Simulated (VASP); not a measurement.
# CuI (Cmcm) in VASP: notebook

The runs below take CuI through electric field gradients, with LDA.

All numbers are computed with VASP 6.6.1; they aren't measurements. Logs are shortened: lines on timing, memory, paths and dates and some standing lists are left out, and cuts for length are marked.

## 1. The cell of the first run

Symmetry: Cmcm, No. 63, orthorhombic system. Conventional cell: a = 7.466 Å, b = 7.422 Å, c = 4.221 Å, α = 90.00°, β = 90.00°, γ = 90.00°. Cu (site symmetry m2m) has 2 Cu at 2.42 Å and 3 I at 2.54 to 2.59 Å within 3.2 Å. I (site symmetry m2m) has 3 Cu at 2.54 to 2.59 Å within 3.4 Å.

## 2. Electric field gradients, LDA (zz strain of -2 %)

The input, INCAR:

```
PREC = Accurate
ENCUT = 520
EDIFF = 1E-8
ISMEAR = -1
SIGMA = 0.02
LREAL = False
LASPH = True
NELM = 100
ALGO = Normal
ISIF = 2
LWAVE = False
LCHARG = False
GGA = CA
LEFG = True
NBANDS = 26
```

The input, KPOINTS:

```
Automatic mesh
0
Gamma
  5 5 6
```

The input, POSCAR:

```
CuI
1.0
    3.7331675900     -3.7110863700      0.0000000000
    3.7331675900      3.7110863700      0.0000000000
    0.0000000000      0.0000000000      4.2208577166
Cu I
2 2
Direct
    0.4204388300      0.5795611700      0.7500000000
    0.5795611700      0.4204388300      0.2500000000
    0.7700426800      0.2299573200      0.7500000000
    0.2299573200      0.7700426800      0.2500000000
```

Potentials or basis: VASP PAW LDA potentials, release 64 (Cu, I).

Launch:

```sh
cat potpaw_LDA.64/Cu/POTCAR potpaw_LDA.64/I/POTCAR > POTCAR
mpirun -np 1 vasp_std > vasp.out
```

OUTCAR:

```text
PREC = Accurate
   ENCUT = 520
   EDIFF = 1E-8
   ISMEAR = -1
   LREAL = False
   LASPH = True
   NELM = 100
   ISIF = 2
   GGA = CA

 ion  position               nearest neighbor table
   1  0.420  0.580  0.750-   2 2.42   2 2.42   4 2.54   4 2.54   3 2.59
   2  0.580  0.420  0.250-   1 2.42   1 2.42   3 2.54   3 2.54   4 2.59
   3  0.770  0.230  0.750-   2 2.54   2 2.54   1 2.59
   4  0.230  0.770  0.250-   1 2.54   1 2.54   2 2.59

  LATTYP: Found a base centered orthorhombic cell.
 ALAT       =     7.4221727400
 B/A-ratio  =     1.0059500690
 C/A-ratio  =     0.5686822261

  Lattice vectors:

 A1 = (  -3.7331675900,  -3.7110863700,   0.0000000000)
 A2 = (   3.7331675900,  -3.7110863700,   0.0000000000)
 A3 = (   0.0000000000,   0.0000000000,   4.2208577166)

Analysis of symmetry for initial positions (statically):
=====================================================================
 Subroutine PRICEL returns:
 Original cell was already a primitive cell.

 Routine SETGRP: Setting up the symmetry group for a
 base centered orthorhombic supercell.

 Subroutine GETGRP returns: Found  8 space group operations
 (whereof  4 operations were pure point group operations)
 out of a pool of  8 trial point group operations.

The static configuration has the point symmetry C_2h.
 The point group associated with its full space group is D_2h.

Analysis of symmetry for dynamics (positions and initial velocities):
=====================================================================
 Subroutine PRICEL returns:
 Original cell was already a primitive cell.

 Routine SETGRP: Setting up the symmetry group for a
 base centered orthorhombic supercell.

 Subroutine GETGRP returns: Found  8 space group operations
 (whereof  4 operations were pure point group operations)
 out of a pool of  8 trial point group operations.

The dynamic configuration has the point symmetry C_2h.
 The point group associated with its full space group is D_2h.

 Subroutine INISYM returns: Found  8 space group operations
 (whereof  4 operations are pure point group operations),
 and found     1 'primitive' translations

----------------------------------------------------------------------------------------

                                     Primitive cell

  volume of cell :     116.9524

  direct lattice vectors                    reciprocal lattice vectors
     3.733167590 -3.711086370  0.000000000     0.133934518 -0.134731437  0.000000000
     3.733167590  3.711086370  0.000000000     0.133934518  0.134731437  0.000000000
     0.000000000  0.000000000  4.220857717     0.000000000  0.000000000  0.236918671

  length of vectors
     5.263905613  5.263905613  4.220857717     0.189976354  0.189976354  0.236918671

  position of ions in fractional coordinates (direct lattice)
     0.420438830  0.579561170  0.750000000
     0.579561170  0.420438830  0.250000000
     0.770042680  0.229957320  0.750000000
     0.229957320  0.770042680  0.250000000

  ion indices of the primitive-cell ions
   primitive index   ion index
                 1           1
                 2           2
                 3           3
                 4           4

----------------------------------------------------------------------------------------

 KPOINTS: Automatic mesh

Automatic generation of k-mesh.
 Grid dimensions read from file:
 generate k-points for:    5    5    6

 Generating k-lattice:

  Cartesian coordinates                     Fractional coordinates (reciprocal lattice)
     0.026786904 -0.026946287  0.000000000     0.200000000 -0.000000000  0.000000000
     0.026786904  0.026946287  0.000000000    -0.000000000  0.200000000  0.000000000
[... 42 lines left out ...]
   total plane-waves  NPLWV =  51200
   dimension x,y,z NGX =    40 NGY =   40 NGZ =   32
   dimension x,y,z NGXF=    80 NGYF=   80 NGZF=   64
   ions per type =               2   2
   NGX,Y,Z   is equivalent  to a cutoff of  12.63, 12.63, 12.60 a.u.
   NGXF,Y,Z  is equivalent  to a cutoff of  25.27, 25.27, 25.21 a.u.
 SYSTEM =  unknown system
   PREC   = accura    normal or accurate (medium, high low for compatibility)
   ISTART =      0    job   : 0-new  1-cont  2-samecut
   ICHARG =      2    charge: 1-file 2-atom 10-const
   ISPIN  =      1    spin polarized calculation?
   LNONCOLLINEAR =      F non collinear calculations
   LSORBIT =      F    spin-orbit coupling
   LASPH  =      T    aspherical Exc in radial PAW
   ENCUT  =  520.0 eV  38.22 Ry    6.18 a.u.   9.79  9.79  7.85*2*pi/ulx,y,z
   NELM   =    100;   NELMIN=  2; NELMDL= -5     # of ELM steps
   EDIFF  = 0.1E-07   stopping-criterion for ELM
   LREAL  =      F    real-space projection
   EDIFFG = 0.1E-06   stopping-criterion for IOM
   NSW    =      0    number of steps for IOM
   IBRION =     -1    ionic relax: 0-MD 1-quasi-New 2-CG
   NFREE  =      0    steps in history (QN), initial steepest desc. (CG)
   ISIF   =      2    stress and relaxation
   ISYM   =      2    0-nonsym 1-usesym 2-fastsym
   POTIM  = 0.5000    time-step for ionic-motion
   TEBEG  =    0.0;   TEEND  =   0.0 temperature during run
   PSTRESS=    0.0 pullay stress
   NELECT =      36.0000    total number of electrons
   NUPDOWN=      -1.0000    fix difference up-down
   EMIN   =  10.00;   EMAX   =-10.00  energy-range for DOS
   EFERMI =   0.00;   METHOD = LEGACY
   ISMEAR =    -1;   SIGMA  =   0.02  broadening in eV -4-tet -1-fermi 0-gaus
   EFERMI_NEDOS =   21; number of points for ismear=-14 and -15
   IALGO  =     38    algorithm
   IMIX   =      4    mixing-type and parameters
     AMIX     =   0.40;   BMIX     =  1.00
     AMIX_MAG =   1.60;   BMIX_MAG =  1.00
  volume/ion in A,a.u.               =      29.24       197.31
  Fermi-wavevector in a.u.,A,eV,Ry     =   1.105366  2.088838 16.624046  1.221833
  Thomas-Fermi vector in A             =   2.241852
   LORBIT       =      0    0 simple, 1 ext, 2 COOP (PROOUT), +10 PAW based schemes
   GGA     = CA    functional components
   LHFCALC =     F    Hartree Fock is set to
   AEXX    =    0.0000 exact exchange contribution
   IVDW    =     0    specifies the selected vdW correction
   LEPSILON=     F    determine dielectric tensor
   LRPA    =     F    only Hartree local field effects (RPA)
 non-spin polarized calculation
  energy-cutoff  :      520.00
  volume of cell :      116.95
 maximum number of plane-waves:      3170
   NGX = 19   NGY = 19   NGZ = 15

 number of electron      35.9999990 magnetization

 Free energy of the ion-electron system (eV)
  ---------------------------------------------------
  ext. energy  EPLUGINS =         0.00000000
  ---------------------------------------------------
  free energy    TOTEN  =       -13.55176479 eV

  energy without entropy =      -13.55176479  energy(sigma->0) =      -13.55176479

 E-fermi :   4.3077     XC(G=0):  -9.0532

 val. band max:        3.8557364645   @ k =   0.0000   0.0000   0.0000
 cond. band min:       4.7286969583   @ k =   0.0000   0.0000   0.0000
 fundamental gap:      0.8729604938
 Fermi energy:         4.3076777825

 k-point     1 :       0.0000    0.0000    0.0000
  band No.  band energies     occupation
      1     -10.1576      2.00000
      2      -9.3819      2.00000
      3      -1.9090      2.00000
      4      -0.5847      2.00000
      5      -0.3269      2.00000
      6      -0.2426      2.00000
[... 685 lines left out ...]
     25      11.3126      0.00000
     26      11.8162      0.00000

 [... further k-points ...]

------------------------ aborting loop because EDIFF is reached ----------------------------------------

  FORCE on cell =-STRESS in cart. coord.  units (eV):
  Direction    XX          YY          ZZ          XY          YZ          ZX
  --------------------------------------------------------------------------------------
  -------------------------------------------------------------------------------------
  Total       -0.7518413     -1.8360765     -1.2662601      0.0000000      0.0000000      0.0000000
  in kB      -10.2997691    -25.1531332    -17.3469954      0.0000000      0.0000000      0.0000000
  external PRESSURE =     -17.5999659 kB  Pullay stress =       0.0000000 kB

 VOLUME and BASIS-vectors are now :
 -----------------------------------------------------------------------------
  energy-cutoff  :      520.00
  volume of cell :      116.95
      direct lattice vectors                 reciprocal lattice vectors
     3.733167590 -3.711086370  0.000000000     0.133934518 -0.134731437  0.000000000
     3.733167590  3.711086370  0.000000000     0.133934518  0.134731437  0.000000000
     0.000000000  0.000000000  4.220857717     0.000000000  0.000000000  0.236918671

 POSITION                                       TOTAL-FORCE (eV/Angst)
 -----------------------------------------------------------------------------------
      3.73317      0.59052      3.16564         0.000000      0.007012     -0.000000
      3.73317     -0.59052      1.05521         0.000000     -0.007012      0.000000
      3.73317     -2.00430      3.16564         0.000000      0.213129      0.000000
      3.73317      2.00430      1.05521         0.000000     -0.213129      0.000000
 -----------------------------------------------------------------------------------
    total drift:                                0.000000     -0.000000      0.000000

  FREE ENERGIE OF THE ION-ELECTRON SYSTEM (eV)
  ---------------------------------------------------
  free  energy   TOTEN  =       -13.5517647877 eV

  energy  without entropy=      -13.5517647877  energy(sigma->0) =      -13.55176479

 Electric field gradients (V/A^2)
---------------------------------------------------------------------
 ion       V_xx      V_yy      V_zz      V_xy      V_xz      V_yz
---------------------------------------------------------------------
   1      63.568   -15.350   -48.218     0.000    -0.000     0.000
   2      63.568   -15.350   -48.218    -0.000    -0.000     0.000
   3    -402.967   314.831    88.137    -0.000     0.000    -0.000
   4    -402.967   314.831    88.137     0.000    -0.000     0.000
---------------------------------------------------------------------

 Electric field gradients after diagonalization (V/A^2)
 (convention: |V_zz| > |V_xx| > |V_yy|)
----------------------------------------------------------------------
 ion       V_xx      V_yy      V_zz     asymmetry (V_yy - V_xx)/ V_zz
----------------------------------------------------------------------
   1     -48.218   -15.350    63.568       0.517
   2     -48.218   -15.350    63.568       0.517
   3     314.831    88.137  -402.967       0.563
   4     314.831    88.137  -402.967       0.563
----------------------------------------------------------------------

           NMR quadrupolar parameters

 Cq : quadrupolar parameter    Cq=e*Q*V_zz/h
 eta: asymmetry parameters     (V_yy - V_xx)/ V_zz
 Q  : nuclear electric quadrupole moment in mb (millibarn)
----------------------------------------------------------------------
 ion       Cq(MHz)       eta       Q (mb)
----------------------------------------------------------------------
   1       0.154       0.517       1.000
   2       0.154       0.517       1.000
   3      -0.974       0.563       1.000
   4      -0.974       0.563       1.000
----------------------------------------------------------------------
```

It took 4.1 min on 1 thread of AMD EPYC 7R13, shared host; peak memory 0.21 GiB.

What came out:

```
Free energy            : -13.5518 eV
Pressure               : -1.8 GPa
Largest force          : 0.213 eV/Å
Band gap on the k mesh : 0.87 eV, direct
```

Forces in eV/Å, atoms in the order of the input:
```
Cu   0.000  0.007  0.000
Cu   0.000 -0.007  0.000
I    0.000  0.213  0.000
I    0.000 -0.213  0.000
```

Levels at points of the mesh, in eV from the valence-band top:
| k point | band 16 | band 17 | band 18 | band 19 | band 20 | band 21 |
| --- | --- | --- | --- | --- | --- | --- |
| (0.00, 0.00, 0.00) | -1.63 | -1.05 | 0.00 | 0.87 | 1.48 | 2.48 |
| (0.00, 0.00, 0.50) | -2.01 | -1.69 | -1.69 | 3.62 | 3.62 | 3.65 |

Electric field gradients, principal values (V/Å²):
| atom | least | middle | greatest (by size) |
| --- | --- | --- | --- |
| 1 Cu | -15.350 | -48.218 | 63.568 |
| 2 Cu | -15.350 | -48.218 | 63.568 |
| 3 I | 88.137 | 314.831 | -402.967 |
| 4 I | 88.137 | 314.831 | -402.967 |

Caveat: the cell differs from its parent crystal (zz strain of -2 %); without QUAD_EFG the Cq values of the log hold for a quadrupole moment of 1 mb, not for the nuclei; spin-orbit coupling is left out, which moves the levels of the heavy elements.

## 3. Electric field gradients, LDA (zz strain of -2 %)

The input, INCAR:

```
PREC     = Accurate       # precision mode
ENCUT    = 520            # plane-wave cutoff, eV
EDIFF    = 1E-8           # SCF threshold, eV
ISMEAR   = -1             # smearing method
SIGMA    = 0.02           # smearing width, eV
LREAL    = False          # projectors in reciprocal space
LASPH    = True           # aspherical terms in the spheres
NELM     = 60             # most SCF steps
ALGO     = Normal         # electronic algorithm
ISIF     = 2              # what is computed and relaxed
LWAVE    = False          # write WAVECAR
LCHARG   = False          # write CHGCAR
LEFG     = True         
NBANDS   = 26             # bands
```

KPOINTS is that of step 2.

POSCAR is that of step 2.

Potentials or basis: VASP PAW LDA potentials, release 64 (Cu, I).

Launch:

```sh
cat potpaw_LDA.64/Cu/POTCAR potpaw_LDA.64/I/POTCAR > POTCAR
mpirun -np 1 vasp_std > vasp.out
```

OUTCAR:

```text
PREC = Accurate
   ENCUT = 520
   EDIFF = 1E-8
   ISMEAR = -1
   LREAL = False
   LASPH = True
   NELM = 60
   ISIF = 2

 ion  position               nearest neighbor table
   1  0.420  0.580  0.750-   2 2.42   2 2.42   4 2.54   4 2.54   3 2.59
   2  0.580  0.420  0.250-   1 2.42   1 2.42   3 2.54   3 2.54   4 2.59
   3  0.770  0.230  0.750-   2 2.54   2 2.54   1 2.59
   4  0.230  0.770  0.250-   1 2.54   1 2.54   2 2.59

  LATTYP: Found a base centered orthorhombic cell.
 ALAT       =     7.4221727400
 B/A-ratio  =     1.0059500690
 C/A-ratio  =     0.5686822261

  Lattice vectors:

 A1 = (  -3.7331675900,  -3.7110863700,   0.0000000000)
 A2 = (   3.7331675900,  -3.7110863700,   0.0000000000)
 A3 = (   0.0000000000,   0.0000000000,   4.2208577166)

Analysis of symmetry for initial positions (statically):
=====================================================================
 Subroutine PRICEL returns:
 Original cell was already a primitive cell.

 Routine SETGRP: Setting up the symmetry group for a
 base centered orthorhombic supercell.

 Subroutine GETGRP returns: Found  8 space group operations
 (whereof  4 operations were pure point group operations)
 out of a pool of  8 trial point group operations.

The static configuration has the point symmetry C_2h.
 The point group associated with its full space group is D_2h.

Analysis of symmetry for dynamics (positions and initial velocities):
=====================================================================
 Subroutine PRICEL returns:
[... 867 lines left out ...]

  FORCE on cell =-STRESS in cart. coord.  units (eV):
  Direction    XX          YY          ZZ          XY          YZ          ZX
  --------------------------------------------------------------------------------------
  -------------------------------------------------------------------------------------
  Total       -0.7518413     -1.8360765     -1.2662601      0.0000000      0.0000000      0.0000000
  in kB      -10.2997691    -25.1531332    -17.3469954      0.0000000      0.0000000      0.0000000
  external PRESSURE =     -17.5999659 kB  Pullay stress =       0.0000000 kB

 VOLUME and BASIS-vectors are now :
 -----------------------------------------------------------------------------
  energy-cutoff  :      520.00
  volume of cell :      116.95
      direct lattice vectors                 reciprocal lattice vectors
     3.733167590 -3.711086370  0.000000000     0.133934518 -0.134731437  0.000000000
     3.733167590  3.711086370  0.000000000     0.133934518  0.134731437  0.000000000
     0.000000000  0.000000000  4.220857717     0.000000000  0.000000000  0.236918671

 POSITION                                       TOTAL-FORCE (eV/Angst)
 -----------------------------------------------------------------------------------
      3.73317      0.59052      3.16564         0.000000      0.007012     -0.000000
      3.73317     -0.59052      1.05521         0.000000     -0.007012      0.000000
      3.73317     -2.00430      3.16564         0.000000      0.213129      0.000000
      3.73317      2.00430      1.05521         0.000000     -0.213129      0.000000
 -----------------------------------------------------------------------------------
    total drift:                                0.000000     -0.000000      0.000000

  FREE ENERGIE OF THE ION-ELECTRON SYSTEM (eV)
  ---------------------------------------------------
  free  energy   TOTEN  =       -13.5517647877 eV

  energy  without entropy=      -13.5517647877  energy(sigma->0) =      -13.55176479

 Electric field gradients (V/A^2)
---------------------------------------------------------------------
 ion       V_xx      V_yy      V_zz      V_xy      V_xz      V_yz
---------------------------------------------------------------------
   1      63.568   -15.350   -48.218     0.000    -0.000     0.000
   2      63.568   -15.350   -48.218    -0.000    -0.000     0.000
   3    -402.967   314.831    88.137    -0.000     0.000    -0.000
   4    -402.967   314.831    88.137     0.000    -0.000     0.000
---------------------------------------------------------------------

 Electric field gradients after diagonalization (V/A^2)
 (convention: |V_zz| > |V_xx| > |V_yy|)
----------------------------------------------------------------------
 ion       V_xx      V_yy      V_zz     asymmetry (V_yy - V_xx)/ V_zz
----------------------------------------------------------------------
   1     -48.218   -15.350    63.568       0.517
   2     -48.218   -15.350    63.568       0.517
   3     314.831    88.137  -402.967       0.563
   4     314.831    88.137  -402.967       0.563
----------------------------------------------------------------------

           NMR quadrupolar parameters

 Cq : quadrupolar parameter    Cq=e*Q*V_zz/h
 eta: asymmetry parameters     (V_yy - V_xx)/ V_zz
 Q  : nuclear electric quadrupole moment in mb (millibarn)
----------------------------------------------------------------------
 ion       Cq(MHz)       eta       Q (mb)
----------------------------------------------------------------------
   1       0.154       0.517       1.000
   2       0.154       0.517       1.000
   3      -0.974       0.563       1.000
   4      -0.974       0.563       1.000
----------------------------------------------------------------------
```

OSZICAR:

```text
N       E                     dE             d eps       ncg     rms          rms(c)
DAV:   1     0.273069651477E+03    0.27307E+03   -0.14850E+04  1872   0.149E+03
DAV:   2     0.138940918188E+02   -0.25918E+03   -0.24646E+03  1896   0.310E+02
DAV:   3    -0.129943633527E+02   -0.26888E+02   -0.26247E+02  2496   0.123E+02
DAV:   4    -0.143317932073E+02   -0.13374E+01   -0.13331E+01  2560   0.247E+01
[... 13 lines left out ...]
DAV:  18    -0.135517656278E+02    0.73924E-06   -0.43901E-07  2562   0.409E-03    0.479E-02
DAV:  19    -0.135517652117E+02    0.41611E-06   -0.23740E-07  2916   0.718E-03    0.339E-02
DAV:  20    -0.135517649654E+02    0.24637E-06   -0.13458E-07  2116   0.172E-03    0.226E-02
DAV:  21    -0.135517647933E+02    0.17209E-06   -0.31552E-07  2656   0.432E-03    0.452E-03
DAV:  22    -0.135517647877E+02    0.55211E-08   -0.28819E-08  1924   0.936E-04
   1 F= -.13551765E+02 E0= -.13551765E+02  d E =-.524762E-11
```

Run time: 3.9 min. Hardware: 1 thread of AMD EPYC 7R13, shared host; peak memory 0.21 GiB.

What came out:

```
Free energy            : -13.5518 eV
Pressure               : -1.8 GPa
Largest force          : 0.213 eV/Å
Band gap on the k mesh : 0.87 eV, direct
```

Forces on the atoms (eV/Å):
```
Cu   0.000  0.007  0.000
Cu   0.000 -0.007  0.000
I    0.000  0.213  0.000
I    0.000 -0.213  0.000
```

Electric field gradients, principal values (V/Å²):
```csv
atom,least,middle,greatest (by size)
1 Cu,-15.350,-48.218,63.568
2 Cu,-15.350,-48.218,63.568
3 I,88.137,314.831,-402.967
4 I,88.137,314.831,-402.967
```

Caveat: the cell differs from its parent crystal (zz strain of -2 %); without QUAD_EFG the Cq values of the log hold for a quadrupole moment of 1 mb, not for the nuclei; spin-orbit coupling is left out, which moves the levels of the heavy elements.
